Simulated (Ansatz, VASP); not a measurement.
## TiO2: VASP beside Ansatz

The input POSCAR:

```
TiO2
1.0
    1.4973310000      0.8644850000      6.9815440000
   -1.4973310000      0.8644850000      6.9815440000
    0.0000000000     -1.7289690000      6.9815440000
Ti O
1 2
Direct
    0.0000000000      0.0000000000      0.0000000000
    0.6204670000      0.6204670000      0.6204670000
    0.3795330000      0.3795330000      0.3795330000
```

INCAR.step1

```
PREC = Accurate
ENCUT = 520
ISMEAR = 0
SIGMA = 0.01
LREAL = F
LASPH = T
NELM = 60
NBANDS = 19
GGA = PE
ALGO = Normal
EDIFF = 1E-4
LWAVE = T
LCHARG = F
```

File INCAR.step2:

```
PREC = Accurate
ENCUT = 520
EDIFF = 1E-7
ISMEAR = 0
SIGMA = 0.01
LREAL = F
LASPH = T
NELM = 60
ALGO = Normal
ISIF = 2
LWAVE = F
LCHARG = T
METAGGA = R2SCAN
LMIXTAU = T
LELF = T
LVHAR = T
NBANDS = 19
ISTART = 1
```

File KPOINTS:

```
regular mesh
0
Gamma
  7 7 7
```

Input for Ansatz:

```yaml
crystal:
  lattice:
    - [1.497331, 0.864485, 6.981544]
    - [-1.497331, 0.864485, 6.981544]
    - [0.0, -1.728969, 6.981544]
  atoms:
    - { symbol: Ti, position: [0.0, 0.0, 0.0] }
    - { symbol: O, position: [0.620467, 0.620467, 0.620467] }
    - { symbol: O, position: [0.379533, 0.37953299999999995, 0.379533] }
kpoints:
  mp_grid:
    grid: [7, 7, 7]
  band_path:
    path:
      - [0.5, -0.17689, 0.17689]
      - [0.5, 0.0, 0.0]
      - [0.0, 0.0, 0.0]
      - [0.33844, -0.33844, 0.0]
    npoints: 4
hamiltonian:
  xc: r2scan
scf:
  n_extra_bands: 6
  occupations:
    method: fixed
output:
  write_density: true
  write_potential: true
  volumetric_format: npy
  elf: true
```

Alike in both runs: task single point; functional r2SCAN; k mesh 7 × 7 × 7; no spin polarisation.

```csv
,VASP,Ansatz
version,VASP 6.6.1,Ansatz 0.2.0
potentials or method,"VASP PAW PBE potentials, release 64 (Ti_sv, O)","plane waves, PAW"
plane-wave cutoff (eV),520,500
occupations,"gaussian, width 0.01 eV",fixed
valence electrons in the cell,24,24
```

```tsv
	VASP	Ansatz	Ansatz less VASP
gap on the k mesh at the Fermi level (eV)	3.07	3.04	-0.026
```

VASP's potentials were made for PBE, not for r2SCAN. Ansatz's warnings: xc potential rough in thin density.
